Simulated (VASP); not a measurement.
Runs of VASP 6.6.1 on VN. The structure is that of space group Fm-3m (No. 225), or close to it. The cells are those of the table. 

```tsv
task	cell	k mesh	gap on the mesh (eV)	pressure (GPa)	relaxed volume (Å³/atom)
relaxation of cell and atoms	relaxed from a = 2.885 Å, angles 60.0°, 2 atoms	8 × 8 × 8	-	-0.1	8.74
relaxation of cell and atoms	relaxed from a = 2.910 Å, angles 60.0°, 2 atoms	18 × 18 × 18	-	0.0	8.74
single point	a = 2.911 Å, angles 60.0°, 2 atoms	18 × 18 × 18	none	(a)	-
single point	a = 2.885 Å, angles 60.0°, 2 atoms	8 × 8 × 8	none	9.6	-
single point	a = 2.910 Å, angles 60.0°, 2 atoms	8 × 8 × 8	none	0.8	-
```

Alike in all rows: level PBE; potentials or basis VASP PAW PBE potentials, release 64 (V_sv, N); no spin polarisation; cutoff (eV) 600; smearing gaussian 0.1 eV.

Task: Estimate the missing entries.

Result: (a) 0.5.

Caveats: the run has no spin polarisation, though such a crystal can be magnetic; the highest band is partly filled, so the run has too few bands (at least some runs); the cell stands under pressure (at least some runs).

A gap of «none» marks levels without a gap at the run's occupations.
